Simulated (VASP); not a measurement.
# Mo (Im-3m) in VASP: a series of runs

Runs on Mo. Level: PBE. Tasks: single point.

Program: VASP 6.6.1. These are calculated values, not measurements. Logs are shortened: lines on timing, memory, paths and dates and some standing lists are left out, and cuts for length are marked.

## Step 1: The cell of the first run

The structure is cubic, space group Im-3m (No. 229). The conventional cell has a = 3.147 Å, b = 3.147 Å, c = 3.147 Å, α = 90.00°, β = 90.00°, γ = 90.00°. Within 3.6 Å of Mo (site symmetry m-3m) lie 14 Mo at 2.73 to 3.15 Å.

## Step 2: Single point, PBE

Input file INCAR:

```
PREC = Accurate ; ENCUT = 520
EDIFF = 1E-7 ; ISMEAR = -1
SIGMA = 0.1 ; LREAL = F
LASPH = T ; NELM = 80
ALGO = Normal ; ISIF = 2
LWAVE = F ; LCHARG = F
GGA = PE ; NBANDS = 13
```

Input file KPOINTS:

```
Automatic mesh
0
Gamma
  13 13 13
```

Input file POSCAR:

```
Mo
1.0
   -1.5734200000      1.5734200000      1.5734200000
    1.5734200000     -1.5734200000      1.5734200000
    1.5734200000      1.5734200000     -1.5734200000
Mo
1
Direct
    0.0000000000      0.0000000000      0.0000000000
```

Potentials or basis: VASP PAW PBE potentials, release 64 (Mo_sv).

Launch:

```bash
> cat potpaw_PBE.64/Mo_sv/POTCAR > POTCAR
> mpirun -np 1 vasp_std > vasp.out
```

OUTCAR:

```text
PREC = Accurate
   ENCUT = 520
   EDIFF = 1E-7
   ISMEAR = -1
   LREAL = F
   LASPH = T
   NELM = 80
   ISIF = 2
   GGA = PE

 ion  position               nearest neighbor table
   1  0.000  0.000  0.000-

  LATTYP: Found a body centered cubic cell.
 ALAT       =     3.1468400000

  Lattice vectors:

 A1 = (  -1.5734200000,   1.5734200000,   1.5734200000)
 A2 = (   1.5734200000,  -1.5734200000,   1.5734200000)
 A3 = (   1.5734200000,   1.5734200000,  -1.5734200000)

Analysis of symmetry for initial positions (statically):
=====================================================================
 Subroutine PRICEL returns:
 Original cell was already a primitive cell.

 Routine SETGRP: Setting up the symmetry group for a
 body centered cubic supercell.

 Subroutine GETGRP returns: Found 48 space group operations
 (whereof 48 operations were pure point group operations)
 out of a pool of 48 trial point group operations.

The static configuration has the point symmetry O_h .

Analysis of symmetry for dynamics (positions and initial velocities):
=====================================================================
 Subroutine PRICEL returns:
 Original cell was already a primitive cell.

 Routine SETGRP: Setting up the symmetry group for a
 body centered cubic supercell.

 Subroutine GETGRP returns: Found 48 space group operations
 (whereof 48 operations were pure point group operations)
 out of a pool of 48 trial point group operations.

The dynamic configuration has the point symmetry O_h .

 Subroutine INISYM returns: Found 48 space group operations
 (whereof 48 operations are pure point group operations),
 and found     1 'primitive' translations

----------------------------------------------------------------------------------------

                                     Primitive cell

  volume of cell :      15.5810

  direct lattice vectors                    reciprocal lattice vectors
    -1.573420000  1.573420000  1.573420000     0.000000000  0.317779105  0.317779105
     1.573420000 -1.573420000  1.573420000     0.317779105  0.000000000  0.317779105
     1.573420000  1.573420000 -1.573420000     0.317779105  0.317779105  0.000000000

  length of vectors
     2.725243382  2.725243382  2.725243382     0.449407521  0.449407521  0.449407521

  position of ions in fractional coordinates (direct lattice)
     0.000000000  0.000000000  0.000000000

  ion indices of the primitive-cell ions
   primitive index   ion index
                 1           1

----------------------------------------------------------------------------------------

 KPOINTS: Automatic mesh

Automatic generation of k-mesh.
 Grid dimensions read from file:
 generate k-points for:   13   13   13

 Generating k-lattice:

  Cartesian coordinates                     Fractional coordinates (reciprocal lattice)
     0.000000000  0.024444547  0.024444547     0.076923077  0.000000000  0.000000000
     0.024444547  0.000000000  0.024444547     0.000000000  0.076923077  0.000000000
     0.024444547  0.024444547  0.000000000     0.000000000  0.000000000  0.076923077

  Length of vectors
     0.034569809  0.034569809  0.034569809

  Shift w.r.t. Gamma in fractional coordinates (k-lattice)
     0.000000000  0.000000000  0.000000000

 Subroutine IBZKPT returns following result:
 ===========================================

 Found     84 irreducible k-points:

 Following reciprocal coordinates:
            Coordinates               Weight
  0.000000  0.000000  0.000000      1.000000
  0.076923  0.000000  0.000000     12.000000
  0.153846  0.000000  0.000000     12.000000
  0.230769  0.000000  0.000000     12.000000
  0.307692  0.000000  0.000000     12.000000
  0.384615  0.000000  0.000000     12.000000
[... 16 lines left out ...]
  0.153846  0.076923  0.076923     24.000000
  0.230769  0.076923  0.076923     24.000000
 [... further k-points ...]
   k-points           NKPTS =     84   k-points in BZ     NKDIM =     84   number of bands    NBANDS=     13
   number of dos      NEDOS =    301   number of ions     NIONS =      1
   total plane-waves  NPLWV =   8000
   dimension x,y,z NGX =    20 NGY =   20 NGZ =   20
   dimension x,y,z NGXF=    40 NGYF=   40 NGZF=   40
   ions per type =               1
   NGX,Y,Z   is equivalent  to a cutoff of  12.20, 12.20, 12.20 a.u.
   NGXF,Y,Z  is equivalent  to a cutoff of  24.40, 24.40, 24.40 a.u.
 SYSTEM =  unknown system
   PREC   = accura    normal or accurate (medium, high low for compatibility)
   ISTART =      0    job   : 0-new  1-cont  2-samecut
   ICHARG =      2    charge: 1-file 2-atom 10-const
   ISPIN  =      1    spin polarized calculation?
   LNONCOLLINEAR =      F non collinear calculations
   LSORBIT =      F    spin-orbit coupling
   LASPH  =      T    aspherical Exc in radial PAW
   ENCUT  =  520.0 eV  38.22 Ry    6.18 a.u.   5.07  5.07  5.07*2*pi/ulx,y,z
   NELM   =     80;   NELMIN=  2; NELMDL= -5     # of ELM steps
   EDIFF  = 0.1E-06   stopping-criterion for ELM
   LREAL  =      F    real-space projection
   EDIFFG = 0.1E-05   stopping-criterion for IOM
   NSW    =      0    number of steps for IOM
   IBRION =     -1    ionic relax: 0-MD 1-quasi-New 2-CG
   NFREE  =      0    steps in history (QN), initial steepest desc. (CG)
   ISIF   =      2    stress and relaxation
   ISYM   =      2    0-nonsym 1-usesym 2-fastsym
   POTIM  = 0.5000    time-step for ionic-motion
   TEBEG  =    0.0;   TEEND  =   0.0 temperature during run
   PSTRESS=    0.0 pullay stress
   NELECT =      14.0000    total number of electrons
   NUPDOWN=      -1.0000    fix difference up-down
   EMIN   =  10.00;   EMAX   =-10.00  energy-range for DOS
   EFERMI =   0.00;   METHOD = LEGACY
   ISMEAR =    -1;   SIGMA  =   0.10  broadening in eV -4-tet -1-fermi 0-gaus
   EFERMI_NEDOS =   21; number of points for ismear=-14 and -15
   IALGO  =     38    algorithm
   IMIX   =      4    mixing-type and parameters
     AMIX     =   0.40;   BMIX     =  1.00
     AMIX_MAG =   1.60;   BMIX_MAG =  1.00
  volume/ion in A,a.u.               =      15.58       105.15
  Fermi-wavevector in a.u.,A,eV,Ry     =   1.579742  2.985280 33.954495  2.495585
  Thomas-Fermi vector in A             =   2.680075
   LORBIT       =      0    0 simple, 1 ext, 2 COOP (PROOUT), +10 PAW based schemes
   GGA     = PE    functional components
[... 5 lines left out ...]
 non-spin polarized calculation
  energy-cutoff  :      520.00
  volume of cell :       15.58
 maximum number of plane-waves:       432
   NGX = 11   NGY = 11   NGZ = 11

 number of electron      14.0000001 magnetization

 Free energy of the ion-electron system (eV)
  ---------------------------------------------------
  ext. energy  EPLUGINS =         0.00000000
  ---------------------------------------------------
  free energy    TOTEN  =       -10.94720828 eV

  energy without entropy =      -10.92460016  energy(sigma->0) =      -10.93590422

 E-fermi :  12.7360     XC(G=0): -13.4084

 val. band max:       12.6410445803   @ k =  -0.4615   0.4615   0.0769
 cond. band min:      12.7386061410   @ k =  -0.3077   0.3077   0.1538
 fundamental gap:      0.0975615607
 Fermi energy:        12.7359597039

 k-point     1 :       0.0000    0.0000    0.0000
  band No.  band energies     occupation
      1     -48.6319      2.00000
      2     -21.8910      2.00000
      3     -21.8910      2.00000
      4     -21.8910      2.00000
      5       5.3995      2.00000
      6      11.2768      2.00000
      7      11.2768      2.00000
      8      11.2768      2.00000
      9      14.3155      0.00000
     10      14.3155      0.00000
     11      27.4830      0.00000
     12      27.4830      0.00000
     13      27.4830      0.00000

 k-point     2 :       0.0769    0.0000    0.0000
  band No.  band energies     occupation
      1     -48.6168      2.00000
      2     -21.9777      2.00000
      3     -21.9177      2.00000
      4     -21.8916      2.00000
      5       5.6607      2.00000
      6      11.1299      2.00000
      7      11.2502      2.00000
      8      11.5232      1.99999
      9      14.1061      0.00000
     10      14.3198      0.00000
     11      27.6745      0.00000
     12      27.9247      0.00000
     13      27.9898      0.00000

 k-point     3 :       0.1538    0.0000    0.0000
  band No.  band energies     occupation
      1     -48.5750      2.00000
      2     -22.2139      2.00000
      3     -21.9912      2.00000
      4     -21.8934      2.00000
      5       6.3653      2.00000
      6      10.7478      2.00000
      7      11.1246      2.00000
      8      12.2424      1.98573
      9      13.7725      0.00006
     10      14.3503      0.00000
     11      27.9991      0.00000
     12      28.9970      0.00000
     13      29.1816      0.00000
[... 305 lines left out ...]
 k-point    23 :       0.1538    0.0769    0.0769
  band No.  band energies     occupation
      1     -48.4964      2.00000
      2     -22.6433      2.00000
      3     -22.0625      2.00000
      4     -21.9618      2.00000
      5       7.6698      2.00000
      6      10.1142      2.00000
      7      10.3445      2.00000
      8      13.9662      0.00001
      9      14.3737      0.00000
     10      14.4105      0.00000
     11      28.3100      0.00000
     12      28.9237      0.00000
     13      29.9495      0.00000

 k-point    24 :       0.2308    0.0769    0.0769
  band No.  band energies     occupation
      1     -48.4385      2.00000
      2     -22.9014      2.00000
      3     -22.1998      2.00000
      4     -21.9711      2.00000
      5       8.1432      2.00000
      6       9.6955      2.00000
      7      10.7297      2.00000
      8      14.1084      0.00000
      9      14.6329      0.00000
     10      16.0068      0.00000
     11      27.0439      0.00000
     12      27.5465      0.00000
     13      31.5280      0.00000

 [... further k-points ...]
[... 5 lines left out ...]
  --------------------------------------------------------------------------------------
  -------------------------------------------------------------------------------------
  Total        0.3819178      0.3819178      0.3819178     -0.0000000     -0.0000000      0.0000000
  in kB       39.2723168     39.2723168     39.2723168     -0.0000000     -0.0000000      0.0000000
  external PRESSURE =      39.2723168 kB  Pullay stress =       0.0000000 kB

 VOLUME and BASIS-vectors are now :
 -----------------------------------------------------------------------------
  energy-cutoff  :      520.00
  volume of cell :       15.58
      direct lattice vectors                 reciprocal lattice vectors
    -1.573420000  1.573420000  1.573420000     0.000000000  0.317779105  0.317779105
     1.573420000 -1.573420000  1.573420000     0.317779105  0.000000000  0.317779105
     1.573420000  1.573420000 -1.573420000     0.317779105  0.317779105  0.000000000

 POSITION                                       TOTAL-FORCE (eV/Angst)
 -----------------------------------------------------------------------------------
      0.00000      0.00000      0.00000        -0.000000      0.000000      0.000000
 -----------------------------------------------------------------------------------
    total drift:                                0.000000     -0.000000      0.000000

  FREE ENERGIE OF THE ION-ELECTRON SYSTEM (eV)
  ---------------------------------------------------
  free  energy   TOTEN  =       -10.9472082817 eV

  energy  without entropy=      -10.9246001554  energy(sigma->0) =      -10.93590422
```

It took 15 s on 1 thread of Intel Xeon 6975P-C, shared host; peak memory 0.13 GiB.

Results:

- Free energy: -10.9472 eV
- Pressure: 3.9 GPa
- Band gap on the k mesh: zero (band 7 reaches 16.27 eV, above the bottom of band 8 at 11.28 eV)

Levels at points of the mesh, in eV from the Fermi level:
| k point | band 3 | band 4 | band 5 | band 6 | band 7 | band 8 | band 9 | band 10 | band 11 | band 12 |
| --- | --- | --- | --- | --- | --- | --- | --- | --- | --- | --- |
| (0.00, 0.00, 0.00) | -34.63 | -34.63 | -7.34 | -1.46 | -1.46 | -1.46 | 1.58 | 1.58 | 14.75 | 14.75 |

(Continued in part 2 of 2.)
